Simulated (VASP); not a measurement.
# AlCu (Cmmm) in VASP: further runs, part 2 of 2

VASP 6.6.1.

## 3. Single point, PBEsol (strain +0.0300 x Voigt [0, 0, 0, 0, 0, 1])

INCAR reads:

```
ALGO = Fast ; EDIFF = 1E-6
ENCUT = 520 ; GGA = PS
ISIF = 2 ; ISMEAR = 0
LASPH = T ; LCHARG = T
LELF = T ; LREAL = F
LVHAR = T ; LWAVE = F
NBANDS = 14 ; NELM = 60
PREC = Accurate ; SIGMA = 0.15
```

KPOINTS reads:

```
k-points
0
Gamma
  16 16 16
```

POSCAR reads:

```
AlCu
1.0
    2.9975090000      0.0449626350      0.0000000000
    0.0449626350      2.9975090000      0.0000000000
    0.0000000000      0.0000000000      2.9975090000
Al Cu
1 1
Direct
    0.0000000000      0.0000000000      0.0000000000
    0.5000000000      0.5000000000      0.5000000000
```

Potentials or basis: VASP PAW PBE potentials, release 64 (Al, Cu).

Command:

```sh
$ cat potpaw_PBE.64/Al/POTCAR potpaw_PBE.64/Cu/POTCAR > POTCAR
$ mpirun -np 1 vasp_std > vasp.out
```

Run time: 2.5 min. Hardware: 1 thread of Intel Xeon Platinum 8488C (Sapphire Rapids), shared host; peak memory 0.35 GiB.

The run converged. Its results:

```
Free energy            : -8.7010 eV
Pressure               : -4.4 GPa
Band gap on the k mesh : zero (band 7 reaches 12.68 eV, above the bottom of band 8 at 8.05 eV)
```

Stress tensor (GPa, compression positive):
```
-4.27 -1.00  0.00
-1.00 -4.27  0.00
 0.00  0.00 -4.53
```

Levels at points of the mesh, in eV from the Fermi level:
```csv
k point,band 4,band 5,band 6,band 7,band 8,band 9,band 10,band 11
"(0.00, 0.00, 0.00)",-3.90,-3.87,-3.84,3.73,3.84,3.96,6.33,6.33
"(0.50, 0.00, 0.00)",-4.30,-4.30,-3.81,-3.13,7.12,8.06,8.14,8.46
"(0.50, 0.50, 0.00)",-4.17,-3.88,-3.51,-3.49,-0.90,-0.05,10.09,12.69
"(0.00, 0.00, 0.50)",-4.34,-4.26,-3.81,-3.13,7.23,7.94,8.20,8.48
"(0.50, 0.00, 0.50)",-4.19,-3.70,-3.70,-3.49,-0.84,-0.12,10.05,12.74
"(0.50, 0.50, 0.50)",-3.47,-3.47,0.59,0.68,0.94,1.91,2.04,2.16
```

Caveat: the cell differs from its parent crystal (strain +0.0300 x Voigt [0, 0, 0, 0, 0, 1]); the PAW data sets were made with another functional, which shifts forces and pressure a little.

## 4. Single point, PBEsol (strain -0.0200 x Voigt [0, 0, 0, 0, 0, 1])

INCAR reads:

```
PREC     = Accurate       # precision mode
ENCUT    = 520            # plane-wave cutoff, eV
EDIFF    = 1E-7           # SCF threshold, eV
ISMEAR   = 0              # smearing method
SIGMA    = 0.15           # smearing width, eV
LREAL    = F              # projectors in reciprocal space
LASPH    = T              # aspherical terms in the spheres
NELM     = 60             # most SCF steps
ALGO     = Fast           # electronic algorithm
ISIF     = 2              # what is computed and relaxed
LWAVE    = F              # write WAVECAR
LCHARG   = F              # write CHGCAR
GGA      = PS             # functional
NBANDS   = 14             # bands
```

KPOINTS reads:

```
Automatic mesh
0
Gamma
  16 16 16
```

POSCAR reads:

```
AlCu
1.0
    2.9975090000     -0.0299750900      0.0000000000
   -0.0299750900      2.9975090000      0.0000000000
    0.0000000000      0.0000000000      2.9975090000
Al Cu
1 1
Direct
    0.0000000000      0.0000000000      0.0000000000
    0.5000000000      0.5000000000      0.5000000000
```

Command:

```sh
$ cat potpaw_PBE.64/Al/POTCAR potpaw_PBE.64/Cu/POTCAR > POTCAR
$ mpirun -np 1 vasp_std > vasp.out
```

It took 3.3 min on 1 thread of Intel Xeon Platinum 8488C (Sapphire Rapids), shared host; peak memory 0.35 GiB.

It converged, with:

- Free energy: -8.7022 eV
- Pressure: -4.4 GPa
- Band gap on the k mesh: zero (band 7 reaches 12.72 eV, above the bottom of band 8 at 8.09 eV)

Stress tensor (GPa, compression positive):
```
-4.34  0.61  0.00
 0.61 -4.34  0.00
 0.00  0.00 -4.43
```

Levels at points of the mesh, in eV from the Fermi level:
```
           k point  band 5  band 6  band 7  band 8  band 9  band 10
(0.00, 0.00, 0.00)   -3.87   -3.85    3.76    3.83    3.91     6.32
(0.50, 0.00, 0.00)   -4.30   -3.82   -3.13    7.17    8.05     8.09
(0.50, 0.50, 0.00)   -3.82   -3.58   -3.49   -0.87   -0.09    10.10
(0.00, 0.00, 0.50)   -4.27   -3.82   -3.13    7.22    7.97     8.14
(0.50, 0.00, 0.50)   -3.70   -3.70   -3.49   -0.84   -0.13    10.08
(0.50, 0.50, 0.50)   -3.47    0.64    0.72    0.87    1.86     2.09
```

Caveat: the cell differs from its parent crystal (strain -0.0200 x Voigt [0, 0, 0, 0, 0, 1]); the PAW data sets were made with another functional, which shifts forces and pressure a little.

## 5. Single point, PBEsol (strain +0.0100 x Voigt [0, 0, 0, 0, 0, 1])

INCAR reads:

```
SYSTEM = AlCu
PREC = Accurate ; ENCUT = 520
EDIFF = 1E-6 ; ISMEAR = 0
SIGMA = 0.15 ; LREAL = .False.
LASPH = .True. ; NELM = 60
ALGO = Fast ; ISIF = 2
LWAVE = .False. ; LCHARG = .False.
GGA = PS ; NBANDS = 14
```

KPOINTS reads:

```
regular mesh
0
Gamma
  16 16 16
  0 0 0
```

POSCAR reads:

```
AlCu
1.0
    2.9975090000      0.0149875450      0.0000000000
    0.0149875450      2.9975090000      0.0000000000
    0.0000000000      0.0000000000      2.9975090000
Al Cu
1 1
Direct
    0.0000000000      0.0000000000      0.0000000000
    0.5000000000      0.5000000000      0.5000000000
```

Command:

```sh
$ cat potpaw_PBE.64/Al/POTCAR potpaw_PBE.64/Cu/POTCAR > POTCAR
$ mpirun -np 1 vasp_std > vasp.out
```

Wall time 3.4 min (1 thread of Intel Xeon Platinum 8488C (Sapphire Rapids), shared host); peak memory 0.35 GiB.

Results (log left out):

```yaml
Free_energy: -8.7029 eV
Pressure: -4.5 GPa
Band_gap_on_the_k_mesh: zero (band 7 reaches 12.75 eV, above the bottom of band 8 at 8.11 eV)
```

Stress tensor (GPa, compression positive):
```
-4.49 -0.28  0.00
-0.28 -4.49  0.00
 0.00  0.00 -4.51
```

Levels at points of the mesh, in eV from the Fermi level:
```tsv
k point	band 4	band 5	band 6	band 7	band 8	band 9	band 10	band 11
(0.00, 0.00, 0.00)	-3.88	-3.87	-3.86	3.79	3.83	3.87	6.32	6.32
(0.50, 0.00, 0.00)	-4.30	-4.30	-3.82	-3.13	7.20	8.05	8.06	8.49
(0.50, 0.50, 0.00)	-4.19	-3.77	-3.64	-3.49	-0.85	-0.12	10.11	12.78
(0.00, 0.00, 0.50)	-4.32	-4.29	-3.82	-3.13	7.21	8.01	8.10	8.49
(0.50, 0.00, 0.50)	-4.20	-3.71	-3.71	-3.49	-0.84	-0.13	10.10	12.82
(0.50, 0.50, 0.50)	-3.47	-3.47	0.69	0.74	0.81	1.83	2.14	2.19
```

Caveat: the cell differs from its parent crystal (strain +0.0100 x Voigt [0, 0, 0, 0, 0, 1]); the PAW data sets were made with another functional, which shifts forces and pressure a little.

## 6. Single point, PBEsol (strain +0.0350 x Voigt [0, 0, 0, 0, 0, 1])

INCAR reads:

```
SYSTEM = AlCu
PREC = Accurate ; ENCUT = 520
EDIFF = 1E-6 ; ISMEAR = 0
SIGMA = 0.15 ; LREAL = .FALSE.
LASPH = .TRUE. ; NELM = 100
ALGO = Fast ; ISIF = 2
LWAVE = .FALSE. ; LCHARG = .TRUE.
GGA = PS ; LELF = .TRUE.
LVHAR = .TRUE. ; NBANDS = 14
```

KPOINTS reads:

```
regular mesh
0
G
  16 16 16
  0 0 0
```

POSCAR reads:

```
AlCu
1.0
    2.9975090000      0.0524564075      0.0000000000
    0.0524564075      2.9975090000      0.0000000000
    0.0000000000      0.0000000000      2.9975090000
Al Cu
1 1
Direct
    0.0000000000      0.0000000000      0.0000000000
    0.5000000000      0.5000000000      0.5000000000
```

Potentials or basis: VASP PAW PBE potentials, release 64 (Al, Cu).

Command:

```sh
$ cat potpaw_PBE.64/Al/POTCAR potpaw_PBE.64/Cu/POTCAR > POTCAR
$ mpirun -np 1 vasp_std > vasp.out
```

Wall time 3.8 min (1 thread of Intel Xeon Platinum 8488C (Sapphire Rapids), shared host); peak memory 0.35 GiB.

Results (log left out):

- Free energy: -8.7001 eV
- Pressure: -4.3 GPa
- Band gap on the k mesh: zero (band 7 reaches 12.67 eV, above the bottom of band 8 at 8.03 eV)

Stress tensor (GPa, compression positive):
```
-4.18 -1.22  0.00
-1.22 -4.18  0.00
 0.00  0.00 -4.54
```

Levels at points of the mesh, in eV from the Fermi level:
```csv
k point,band 4,band 5,band 6,band 7,band 8,band 9,band 10,band 11
"(0.00, 0.00, 0.00)",-3.90,-3.86,-3.83,3.72,3.84,3.99,6.33,6.34
"(0.50, 0.00, 0.00)",-4.30,-4.29,-3.81,-3.12,7.10,8.06,8.17,8.44
"(0.50, 0.50, 0.00)",-4.17,-3.90,-3.48,-3.48,-0.92,-0.02,10.09,12.66
"(0.00, 0.00, 0.50)",-4.35,-4.25,-3.81,-3.13,7.24,7.93,8.22,8.48
"(0.50, 0.00, 0.50)",-4.19,-3.70,-3.69,-3.48,-0.83,-0.12,10.03,12.71
"(0.50, 0.50, 0.50)",-3.47,-3.47,0.56,0.66,0.97,1.95,2.01,2.15
```

Caveat: the cell differs from its parent crystal (strain +0.0350 x Voigt [0, 0, 0, 0, 0, 1]); the PAW data sets were made with another functional, which shifts forces and pressure a little.

## 7. Single point, PBEsol (strain +0.0250 x Voigt [0, 0, 0, 0, 0, 1])

INCAR reads:

```
  ALGO = Fast
  EDIFF = 1E-7
  ENCUT = 520
  GGA = PS
  ISIF = 2
  ISMEAR = 0
  LASPH = True
  LCHARG = False
  LREAL = False
  LWAVE = False
  NBANDS = 14
  NELM = 80
  PREC = Accurate
  SIGMA = 0.15
```

KPOINTS reads:

```
k-points
0
Gamma
  16 16 16
```

POSCAR reads:

```
AlCu
1.0
    2.9975090000      0.0374688625      0.0000000000
    0.0374688625      2.9975090000      0.0000000000
    0.0000000000      0.0000000000      2.9975090000
Al Cu
1 1
Direct
    0.0000000000      0.0000000000      0.0000000000
    0.5000000000      0.5000000000      0.5000000000
```

Command:

```sh
$ cat potpaw_PBE.64/Al/POTCAR potpaw_PBE.64/Cu/POTCAR > POTCAR
$ mpirun -np 1 vasp_std > vasp.out
```

Wall time 4.3 min (1 thread of Intel Xeon Platinum 8488C (Sapphire Rapids), shared host); peak memory 0.35 GiB.

It converged, with:

- Free energy: -8.7017 eV
- Pressure: -4.3 GPa
- Band gap on the k mesh: zero (band 7 reaches 12.70 eV, above the bottom of band 8 at 8.07 eV)

Stress tensor (GPa, compression positive):
```
-4.28 -0.80  0.00
-0.80 -4.28  0.00
 0.00  0.00 -4.44
```

Levels at points of the mesh, in eV from the Fermi level:
```tsv
k point	band 5	band 6	band 7	band 8	band 9	band 10
(0.00, 0.00, 0.00)	-3.87	-3.84	3.74	3.83	3.94	6.32
(0.50, 0.00, 0.00)	-4.30	-3.81	-3.13	7.15	8.06	8.11
(0.50, 0.50, 0.00)	-3.85	-3.55	-3.49	-0.89	-0.07	10.10
(0.00, 0.00, 0.50)	-4.26	-3.81	-3.13	7.22	7.96	8.17
(0.50, 0.00, 0.50)	-3.70	-3.70	-3.49	-0.84	-0.13	10.06
(0.50, 0.50, 0.50)	-3.47	0.61	0.70	0.90	1.89	2.06
```

Caveat: the cell differs from its parent crystal (strain +0.0250 x Voigt [0, 0, 0, 0, 0, 1]); the PAW data sets were made with another functional, which shifts forces and pressure a little.

## 8. Overview

| cell | further INCAR settings | gap on the mesh (eV) | pressure (GPa) |
| --- | --- | --- | --- |
| a = 2.998 Å, angles 90.0, 90.0, 92.3°, 2 atoms | ALGO = Fast; EDIFF = 1e-06; NBANDS = 14 | none | -4.3 |
| a = 2.998 Å, angles 90.0, 90.0, 88.3°, 2 atoms | ALGO = Fast; EDIFF = 1e-06; NBANDS = 14 | none | -4.4 |
| a = 2.998 Å, angles 90.0, 90.0, 91.1°, 2 atoms | ALGO = Fast; EDIFF = 1e-07; NBANDS = 14 | none | -4.4 |
| a = 2.998 Å, angles 90.0, 90.0, 89.4°, 2 atoms | ALGO = Fast; EDIFF = 1e-06; NBANDS = 14 | none | -4.5 |
| a = 2.998 Å, angles 90.0, 90.0, 88.0°, 2 atoms | ALGO = Fast; EDIFF = 1e-06; NBANDS = 14 | none | -4.3 |
| a = 2.998 Å, angles 90.0, 90.0, 88.6°, 2 atoms | ALGO = Fast; EDIFF = 1e-07; NBANDS = 14 | none | -4.3 |

Alike in all rows: task single point; level PBEsol; potentials or basis VASP PAW PBE potentials, release 64 (Al, Cu); no spin polarisation; k mesh 16 × 16 × 16; cutoff (eV) 520; smearing gaussian 0.15 eV.

Caveats: the PAW data sets were made with another functional, which shifts forces and pressure a little.

Absolute energies hang on the potentials; compare differences alone.
